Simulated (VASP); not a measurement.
# Al3GaN4 (P-43m) in VASP: single point with PBEsol

Aim: the single point of Al3GaN4 with PBEsol.

All numbers are computed with VASP 6.6.1; they aren't measurements. Logs are shortened: lines on timing, memory, paths and dates and some standing lists are left out, and cuts for length are marked.

**1. The cell of the first run**

The structure is cubic, space group P-43m (No. 215). Conventional cell: a = 4.401 Å, b = 4.401 Å, c = 4.401 Å, α = 90.00°, β = 90.00°, γ = 90.00°. Within 2.5 Å of Al (site symmetry -42m) lie 4 N at 1.89 Å. Within 2.6 Å of Ga (site symmetry -43m) lie 4 N at 1.95 Å. N (site symmetry 3m) has 3 Al at 1.89 Å and 1 Ga at 1.95 Å within 2.5 Å.

**2. Single point, PBEsol**

Contents of INCAR:

```
SYSTEM = Al3GaN4
PREC     = Accurate       ! precision mode
ENCUT    = 520            ! plane-wave cutoff, eV
EDIFF    = 1E-6           ! SCF threshold, eV
ISMEAR   = 0              ! smearing method
SIGMA    = 0.05           ! smearing width, eV
LREAL    = .False.        ! projectors in reciprocal space
LASPH    = .True.         ! aspherical terms in the spheres
NELM     = 80             ! most SCF steps
ALGO     = Normal         ! electronic algorithm
ISIF     = 2              ! what is computed and relaxed
LWAVE    = .False.        ! write WAVECAR
LCHARG   = .False.        ! write CHGCAR
GGA      = PS             ! functional
NBANDS   = 31             ! bands
```

Contents of KPOINTS:

```
regular mesh
0
Gamma
  6 6 6
  0 0 0
```

Contents of POSCAR:

```
Al3GaN4
1.0
    4.4014385300      0.0000000000      0.0000000000
    0.0000000000      4.4014385300      0.0000000000
    0.0000000000      0.0000000000      4.4014385300
Al Ga N
3 1 4
Direct
    0.5000000000      0.5000000000      0.0000000000
    0.5000000000      0.0000000000      0.5000000000
    0.0000000000      0.5000000000      0.5000000000
    0.0000000000      0.0000000000      0.0000000000
    0.7441634300      0.7441634300      0.2558365700
    0.7441634300      0.2558365700      0.7441634300
    0.2558365700      0.7441634300      0.7441634300
    0.2558365700      0.2558365700      0.2558365700
```

Potentials or basis: VASP PAW PBE potentials, release 64 (Al, Ga_d, N).

Command:

```console
$ cat potpaw_PBE.64/Al/POTCAR potpaw_PBE.64/Ga_d/POTCAR potpaw_PBE.64/N/POTCAR > POTCAR
$ mpirun -np 1 vasp_std > vasp.out
```

OUTCAR:

```text
SYSTEM = Al3GaN4
   PREC = Accurate
   ENCUT = 520
   EDIFF = 1E-6
   ISMEAR = 0
   LREAL = .False.
   LASPH = .True.
   NELM = 80
   ISIF = 2
   GGA = PS

 ion  position               nearest neighbor table
   1  0.500  0.500  0.000-   5 1.89   6 1.89   7 1.89   8 1.89   3 3.11   4 3.11   2 3.11   2 3.11
                             3 3.11   2 3.11   4 3.11   2 3.11   3 3.11   4 3.11   3 3.11   4 3.11
   2  0.500  0.000  0.500-   5 1.89   6 1.89   7 1.89   8 1.89   3 3.11   4 3.11   1 3.11   1 3.11
                             4 3.11   1 3.11   3 3.11   1 3.11   3 3.11   4 3.11   4 3.11   3 3.11
   3  0.000  0.500  0.500-   5 1.89   6 1.89   7 1.89   8 1.89   2 3.11   4 3.11   1 3.11   1 3.11
                             4 3.11   2 3.11   4 3.11   4 3.11   1 3.11   2 3.11   1 3.11   2 3.11
   4  0.000  0.000  0.000-   5 1.95   6 1.95   7 1.95   8 1.95   2 3.11   3 3.11   1 3.11   2 3.11
                             3 3.11   1 3.11   3 3.11   3 3.11   1 3.11   2 3.11   2 3.11   1 3.11
   5  0.744  0.744  0.256-   1 1.89   2 1.89   3 1.89   4 1.95
   6  0.744  0.256  0.744-   1 1.89   2 1.89   3 1.89   4 1.95
   7  0.256  0.744  0.744-   1 1.89   2 1.89   3 1.89   4 1.95
   8  0.256  0.256  0.256-   1 1.89   2 1.89   3 1.89   4 1.95

  LATTYP: Found a simple cubic cell.
 ALAT       =     4.4014385300

  Lattice vectors:

 A1 = (   4.4014385300,   0.0000000000,   0.0000000000)
 A2 = (   0.0000000000,   4.4014385300,   0.0000000000)
 A3 = (   0.0000000000,   0.0000000000,   4.4014385300)

Analysis of symmetry for initial positions (statically):
=====================================================================
 Subroutine PRICEL returns:
 Original cell was already a primitive cell.

 Routine SETGRP: Setting up the symmetry group for a
 simple cubic supercell.

 Subroutine GETGRP returns: Found 24 space group operations
 (whereof 24 operations were pure point group operations)
 out of a pool of 48 trial point group operations.

The static configuration has the point symmetry T_d .

Analysis of symmetry for dynamics (positions and initial velocities):
=====================================================================
 Subroutine PRICEL returns:
 Original cell was already a primitive cell.

 Routine SETGRP: Setting up the symmetry group for a
 simple cubic supercell.

 Subroutine GETGRP returns: Found 24 space group operations
 (whereof 24 operations were pure point group operations)
 out of a pool of 48 trial point group operations.

The dynamic configuration has the point symmetry T_d .

 Subroutine INISYM returns: Found 24 space group operations
 (whereof 24 operations are pure point group operations),
 and found     1 'primitive' translations

----------------------------------------------------------------------------------------

                                     Primitive cell

  volume of cell :      85.2676

  direct lattice vectors                    reciprocal lattice vectors
     4.401438530  0.000000000  0.000000000     0.227198447  0.000000000  0.000000000
     0.000000000  4.401438530  0.000000000     0.000000000  0.227198447  0.000000000
     0.000000000  0.000000000  4.401438530     0.000000000  0.000000000  0.227198447

  length of vectors
     4.401438530  4.401438530  4.401438530     0.227198447  0.227198447  0.227198447

  position of ions in fractional coordinates (direct lattice)
     0.500000000  0.500000000  0.000000000
     0.500000000  0.000000000  0.500000000
     0.000000000  0.500000000  0.500000000
     0.000000000  0.000000000  0.000000000
     0.744163430  0.744163430  0.255836570
     0.744163430  0.255836570  0.744163430
     0.255836570  0.744163430  0.744163430
     0.255836570  0.255836570  0.255836570

  ion indices of the primitive-cell ions
   primitive index   ion index
                 1           1
                 2           2
                 3           3
                 4           4
                 5           5
                 6           6
                 7           7
                 8           8

----------------------------------------------------------------------------------------

 KPOINTS: regular mesh

Automatic generation of k-mesh.
 Grid dimensions read from file:
 generate k-points for:    6    6    6

 Generating k-lattice:

  Cartesian coordinates                     Fractional coordinates (reciprocal lattice)
     0.037866408  0.000000000  0.000000000     0.166666667  0.000000000  0.000000000
     0.000000000  0.037866408  0.000000000     0.000000000  0.166666667  0.000000000
     0.000000000  0.000000000  0.037866408     0.000000000  0.000000000  0.166666667

  Length of vectors
     0.037866408  0.037866408  0.037866408

  Shift w.r.t. Gamma in fractional coordinates (k-lattice)
     0.000000000  0.000000000  0.000000000

 Subroutine IBZKPT returns following result:
 ===========================================

 Found     20 irreducible k-points:

 Following reciprocal coordinates:
            Coordinates               Weight
  0.000000  0.000000  0.000000      1.000000
  0.166667  0.000000  0.000000      6.000000
  0.333333  0.000000  0.000000      6.000000
  0.500000  0.000000  0.000000      3.000000
  0.166667  0.166667  0.000000     12.000000
  0.333333  0.166667  0.000000     24.000000
[... 12 lines left out ...]
  0.500000  0.500000  0.333333      6.000000
  0.500000  0.500000  0.500000      1.000000
   k-points           NKPTS =     20   k-points in BZ     NKDIM =     20   number of bands    NBANDS=     31
   number of dos      NEDOS =    301   number of ions     NIONS =      8
   total plane-waves  NPLWV =  46656
   dimension x,y,z NGX =    36 NGY =   36 NGZ =   36
   dimension x,y,z NGXF=    72 NGYF=   72 NGZF=   72
   ions per type =               3   1   4
   NGX,Y,Z   is equivalent  to a cutoff of  13.60, 13.60, 13.60 a.u.
   NGXF,Y,Z  is equivalent  to a cutoff of  27.19, 27.19, 27.19 a.u.
 SYSTEM =  Al3GaN4
   PREC   = accura    normal or accurate (medium, high low for compatibility)
   ISTART =      0    job   : 0-new  1-cont  2-samecut
   ICHARG =      2    charge: 1-file 2-atom 10-const
   ISPIN  =      1    spin polarized calculation?
   LNONCOLLINEAR =      F non collinear calculations
   LSORBIT =      F    spin-orbit coupling
   LASPH  =      T    aspherical Exc in radial PAW
   ENCUT  =  520.0 eV  38.22 Ry    6.18 a.u.   8.18  8.18  8.18*2*pi/ulx,y,z
   NELM   =     80;   NELMIN=  2; NELMDL= -5     # of ELM steps
   EDIFF  = 0.1E-05   stopping-criterion for ELM
   LREAL  =      F    real-space projection
   EDIFFG = 0.1E-04   stopping-criterion for IOM
   NSW    =      0    number of steps for IOM
   IBRION =     -1    ionic relax: 0-MD 1-quasi-New 2-CG
   NFREE  =      0    steps in history (QN), initial steepest desc. (CG)
   ISIF   =      2    stress and relaxation
   ISYM   =      2    0-nonsym 1-usesym 2-fastsym
   POTIM  = 0.5000    time-step for ionic-motion
   TEBEG  =    0.0;   TEEND  =   0.0 temperature during run
   PSTRESS=    0.0 pullay stress
   NELECT =      42.0000    total number of electrons
   NUPDOWN=      -1.0000    fix difference up-down
   EMIN   =  10.00;   EMAX   =-10.00  energy-range for DOS
   EFERMI =   0.00;   METHOD = LEGACY
   ISMEAR =     0;   SIGMA  =   0.05  broadening in eV -4-tet -1-fermi 0-gaus
   EFERMI_NEDOS =   21; number of points for ismear=-14 and -15
   IALGO  =     38    algorithm
   IMIX   =      4    mixing-type and parameters
     AMIX     =   0.40;   BMIX     =  1.00
     AMIX_MAG =   1.60;   BMIX_MAG =  1.00
  volume/ion in A,a.u.               =      10.66        71.93
  Fermi-wavevector in a.u.,A,eV,Ry     =   1.292895  2.443217 22.743196  1.671578
  Thomas-Fermi vector in A             =   2.424575
   LORBIT       =      0    0 simple, 1 ext, 2 COOP (PROOUT), +10 PAW based schemes
   GGA     = PS    functional components
   LHFCALC =     F    Hartree Fock is set to
   AEXX    =    0.0000 exact exchange contribution
   IVDW    =     0    specifies the selected vdW correction
   LEPSILON=     F    determine dielectric tensor
   LRPA    =     F    only Hartree local field effects (RPA)
 non-spin polarized calculation
 Gauss-broadening in eV      SIGMA  =   0.05
  energy-cutoff  :      520.00
  volume of cell :       85.27
 maximum number of plane-waves:      2320
 NGX is ok and might be reduce to    36
   NGX = 17   NGY = 17   NGZ = 17

 number of electron      41.9999993 magnetization

 Free energy of the ion-electron system (eV)
  ---------------------------------------------------
  ext. energy  EPLUGINS =         0.00000000
  ---------------------------------------------------
  free energy    TOTEN  =       -59.94928622 eV

  energy without entropy =      -59.94928622  energy(sigma->0) =      -59.94928622

 E-fermi :   5.8981     XC(G=0): -11.3459

 val. band max:        5.6491757109   @ k =   0.1667   0.1667   0.0000
 cond. band min:       8.9757620025   @ k =   0.0000   0.0000   0.0000
 fundamental gap:      3.3265862916
 Fermi energy:         5.8980576311

 k-point     1 :       0.0000    0.0000    0.0000
  band No.  band energies     occupation
      1      -9.5247      2.00000
      2      -7.7491      2.00000
      3      -7.7491      2.00000
      4      -7.7491      2.00000
      5      -6.9660      2.00000
      6      -6.9660      2.00000
[... 23 lines left out ...]
     30      17.5148      0.00000
     31      17.5148      0.00000

 k-point     2 :       0.1667    0.0000    0.0000
  band No.  band energies     occupation
      1      -9.3962      2.00000
      2      -7.8079      2.00000
      3      -7.7563      2.00000
      4      -7.7563      2.00000
      5      -6.9646      2.00000
      6      -6.9612      2.00000
[... 23 lines left out ...]
     30      17.7074      0.00000
     31      17.7075      0.00000

 k-point     3 :       0.3333    0.0000    0.0000
  band No.  band energies     occupation
      1      -9.0354      2.00000
      2      -8.0405      2.00000
      3      -7.7705      2.00000
      4      -7.7705      2.00000
      5      -6.9617      2.00000
      6      -6.9475      2.00000
[... 23 lines left out ...]
     30      17.4985      0.00000
     31      18.0590      0.00000

 k-point     4 :       0.5000    0.0000    0.0000
  band No.  band energies     occupation
      1      -8.6117      2.00000
      2      -8.4164      2.00000
      3      -7.7772      2.00000
      4      -7.7772      2.00000
      5      -6.9603      2.00000
      6      -6.9299      2.00000
[... 23 lines left out ...]
     30      16.7689      0.00000
     31      17.0433      0.00000

 k-point     5 :       0.1667    0.1667    0.0000
  band No.  band energies     occupation
      1      -9.2728      2.00000
      2      -7.8308      2.00000
      3      -7.7936      2.00000
      4      -7.7566      2.00000
      5      -6.9614      2.00000
      6      -6.9581      2.00000
[... 23 lines left out ...]
     30      17.6142      0.00000
     31      17.7626      0.00000
[... 406 lines left out ...]
     30      16.8547      0.00000
     31      16.9631      0.00000

 k-point    18 :       0.5000    0.3333    0.3333
  band No.  band energies     occupation
      1      -8.2344      2.00000
      2      -8.1167      2.00000
      3      -8.0202      2.00000
      4      -7.6259      2.00000
      5      -6.9365      2.00000
      6      -6.9298      2.00000
[... 23 lines left out ...]
     30      16.5745      0.00000
     31      16.7805      0.00000

 k-point    19 :       0.5000    0.5000    0.3333
  band No.  band energies     occupation
      1      -8.1309      2.00000
      2      -8.1019      2.00000
      3      -8.1019      2.00000
      4      -7.5833      2.00000
      5      -6.9324      2.00000
      6      -6.9277      2.00000
[... 23 lines left out ...]
     30      16.5385      0.00000
     31      16.5431      0.00000

 k-point    20 :       0.5000    0.5000    0.5000
  band No.  band energies     occupation
      1      -8.1043      2.00000
      2      -8.1043      2.00000
      3      -8.1043      2.00000
      4      -7.5600      2.00000
      5      -6.9275      2.00000
      6      -6.9275      2.00000
[... 23 lines left out ...]
     30      16.3309      0.00000
     31      16.3590      0.00000

------------------------ aborting loop because EDIFF is reached ----------------------------------------

  FORCE on cell =-STRESS in cart. coord.  units (eV):
  Direction    XX          YY          ZZ          XY          YZ          ZX
  --------------------------------------------------------------------------------------
  -------------------------------------------------------------------------------------
  Total        0.3745571      0.3745571      0.3745571     -0.0000000      0.0000000     -0.0000000
  in kB        7.0379268      7.0379268      7.0379268     -0.0000000      0.0000000     -0.0000000
  external PRESSURE =       7.0379268 kB  Pullay stress =       0.0000000 kB

 VOLUME and BASIS-vectors are now :
 -----------------------------------------------------------------------------
  energy-cutoff  :      520.00
  volume of cell :       85.27
      direct lattice vectors                 reciprocal lattice vectors
     4.401438530  0.000000000  0.000000000     0.227198447  0.000000000  0.000000000
     0.000000000  4.401438530  0.000000000     0.000000000  0.227198447  0.000000000
     0.000000000  0.000000000  4.401438530     0.000000000  0.000000000  0.227198447

 POSITION                                       TOTAL-FORCE (eV/Angst)
 -----------------------------------------------------------------------------------
      2.20072      2.20072      0.00000        -0.000000     -0.000000      0.000000
      2.20072      0.00000      2.20072        -0.000000     -0.000000     -0.000000
      0.00000      2.20072      2.20072        -0.000000     -0.000000      0.000000
      0.00000      0.00000      0.00000        -0.000000     -0.000000      0.000000
      3.27539      3.27539      1.12605         0.062396      0.062396     -0.062396
      3.27539      1.12605      3.27539         0.062396     -0.062396      0.062396
      1.12605      3.27539      3.27539        -0.062396      0.062396      0.062396
      1.12605      1.12605      1.12605        -0.062396     -0.062396     -0.062396
 -----------------------------------------------------------------------------------
    total drift:                                0.000000      0.000000      0.000000

  FREE ENERGIE OF THE ION-ELECTRON SYSTEM (eV)
  ---------------------------------------------------
  free  energy   TOTEN  =       -59.9492862153 eV

  energy  without entropy=      -59.9492862153  energy(sigma->0) =      -59.94928622
```

Run time: 42 s. Hardware: 1 thread of Intel Xeon Platinum 8375C at 2.90GHz (Ice Lake), shared host; peak memory 0.22 GiB.

What came out:

```
Free energy            : -59.9493 eV
Pressure               : 0.7 GPa
Largest force          : 0.108 eV/Å
Band gap on the k mesh : 3.33 eV, indirect (the least direct gap lies 1.2 meV higher)
```

Forces on the atoms (eV/Å):
```
Al   0.000  0.000  0.000
Al   0.000  0.000  0.000
Al   0.000  0.000  0.000
Ga   0.000  0.000  0.000
N    0.062  0.062 -0.062
N    0.062 -0.062  0.062
N   -0.062  0.062  0.062
N   -0.062 -0.062 -0.062
```

Levels at points of the mesh, in eV from the valence-band top:
| k point | band 17 | band 18 | band 19 | band 20 | band 21 | band 22 | band 23 | band 24 | band 25 | band 26 |
| --- | --- | --- | --- | --- | --- | --- | --- | --- | --- | --- |
| (0.00, 0.00, 0.00) | -1.98 | -1.98 | 0.00 | 0.00 | 0.00 | 3.33 | 3.33 | 3.33 | 3.46 | 6.92 |
| (0.50, 0.00, 0.00) | -2.64 | -1.21 | -1.21 | -0.94 | -0.94 | 5.54 | 5.60 | 6.06 | 6.06 | 8.45 |
| (0.50, 0.50, 0.00) | -2.58 | -0.84 | -0.55 | -0.53 | -0.53 | 7.28 | 7.48 | 7.48 | 7.72 | 7.98 |
| (0.50, 0.50, 0.50) | -0.60 | -0.60 | -0.37 | -0.37 | -0.37 | 5.47 | 6.95 | 6.95 | 6.95 | 9.41 |

Caveat: the PAW data sets were made with another functional, which shifts forces and pressure a little.
